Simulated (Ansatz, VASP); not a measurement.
Two plane-wave programs on CeO2

Contents of POSCAR:

```
CeO2
1.0
    0.0000000000      2.7186832862      2.7186832862
    2.7186832862      0.0000000000      2.7186832862
    2.7186832862      2.7186832862      0.0000000000
Ce O
1 2
Direct
    0.0000000000      0.0000000000      0.0000000000
    0.2500000000      0.2500000000      0.2500000000
    0.7500000000      0.7500000000      0.7500000000
```

INCAR.step1

```
SYSTEM = CeO2
PREC     = Accurate       ! precision mode
ENCUT    = 520            ! plane-wave cutoff, eV
ISMEAR   = 1              ! smearing method
SIGMA    = 0.05           ! smearing width, eV
LREAL    = .False.        ! projectors in reciprocal space
LASPH    = .True.         ! aspherical terms in the spheres
NELM     = 100            ! most SCF steps
NBANDS   = 19             ! bands
GGA      = PE             ! functional
ALGO     = Normal         ! electronic algorithm
EDIFF    = 1E-4           ! SCF threshold, eV
LWAVE    = .True.         ! write WAVECAR
LCHARG   = .False.        ! write CHGCAR
```

INCAR.step2

```
SYSTEM = CeO2
PREC     = Accurate       ! precision mode
ENCUT    = 520            ! plane-wave cutoff, eV
EDIFF    = 1E-6           ! SCF threshold, eV
ISMEAR   = 1              ! smearing method
SIGMA    = 0.05           ! smearing width, eV
LREAL    = .False.        ! projectors in reciprocal space
LASPH    = .True.         ! aspherical terms in the spheres
NELM     = 100            ! most SCF steps
ALGO     = Normal         ! electronic algorithm
ISIF     = 2              ! what is computed and relaxed
LWAVE    = .False.        ! write WAVECAR
LCHARG   = .False.        ! write CHGCAR
METAGGA  = R2SCAN         ! meta-GGA
LMIXTAU  = .True.       
NBANDS   = 19             ! bands
ISTART   = 1
```

Contents of KPOINTS:

```
Automatic mesh
0
Gamma
  8 8 8
  0 0 0
```

Input for Ansatz:

```yaml
crystal:
  lattice:
    - [0.0, 2.7186832862, 2.7186832862]
    - [2.7186832862, 0.0, 2.7186832862]
    - [2.7186832862, 2.7186832862, 0.0]
  atoms:
    - { symbol: Ce, position: [0.0, 0.0, 0.0] }
    - { symbol: O, position: [0.25, 0.25, 0.25] }
    - { symbol: O, position: [0.75, 0.75, 0.75] }
basis:
  ecutwfc: 500
  ecutrho_ratio: 4
kpoints:
  mp_grid: { grid: [8, 8, 8] }
hamiltonian:
  xc: r2scan
scf:
  occupations: { method: methfessel_paxton, width: 0.05 }
output:
  forces: true
  stress: true
```

Alike in both runs: task single point; functional r2SCAN; k mesh 8 × 8 × 8; occupations methfessel-paxton of order 1, width 0.05 eV; no spin polarisation.

|  | VASP | Ansatz |
| --- | --- | --- |
| version | VASP 6.6.1 | Ansatz 0.2.0 |
| potentials or method | VASP PAW PBE potentials, release 64 (Ce, O), cutoff 520 eV | scalar-relativistic, plane waves, PAW |
| valence electrons in the cell | 24 | 24 |

VASP gave:

- gap on the k mesh at the Fermi level (eV): 2.16
- pressure (GPa): -0.2

Which values does Ansatz return?

gap on the k mesh at the Fermi level (eV): 2.20; pressure (GPa): 0.0.

VASP's potentials were made for PBE, not for r2SCAN. The functional is the same, so the differences come from potentials, cutoffs and numerics.

Neither program's run includes spin-orbit coupling.
